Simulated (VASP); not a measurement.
Here is a VASP 6.6.1 calculation.

The input POSCAR:

```
GaN
1.0
    0.0000000000      2.1971630923      2.1408255771
    2.1971630923      0.0000000000      2.1408255771
    2.1971630923      2.1971630923      0.0000000000
Ga N
1 1
Direct
    0.0000000000      0.0000000000      0.0000000000
    0.7500000000      0.7500000000      0.7500000000
```

The input INCAR.step1:

```
  ALGO = Normal
  EDIFF = 1E-4
  ENCUT = 520
  GGA = PE
  ISMEAR = 0
  LASPH = True
  LCHARG = False
  LREAL = False
  LWAVE = True
  NBANDS = 16
  NELM = 60
  PREC = Accurate
  SIGMA = 0.05
```

Contents of INCAR.step2:

```
  ALGO = Normal
  EDIFF = 1E-7
  ENCUT = 520
  ISIF = 2
  ISMEAR = 0
  ISTART = 1
  LASPH = True
  LCHARG = False
  LMIXTAU = True
  LREAL = False
  LWAVE = False
  METAGGA = R2SCAN
  NBANDS = 16
  NELM = 60
  PREC = Accurate
  SIGMA = 0.05
```

File KPOINTS:

```
k-points
0
Gamma
  10 10 10
```

Potentials or basis: VASP PAW PBE potentials, release 64 (Ga_d, N).

Launch:

```bash
$ cat potpaw_PBE.64/Ga_d/POTCAR potpaw_PBE.64/N/POTCAR > POTCAR
$ cp INCAR.step1 INCAR
$ mpirun -np 1 vasp_std > vasp.out
$ cp INCAR.step2 INCAR
$ mpirun -np 1 vasp_std > vasp.out
```

**Question.** What does it give for the pressure?

**Answer.** 24.5 GPa.

**Question.** Estimate the band gap on the k mesh.

**Answer.** 2.72 eV, direct.

Stress tensor (GPa, compression positive):
```
23.57  0.00  0.00
 0.00 23.57  0.00
 0.00  0.00 26.23
```

Caveat: the cell differs from its parent crystal (strain -0.025 along x and y, -0.050 along z); the PAW data sets were made with another functional, which shifts forces and pressure a little.
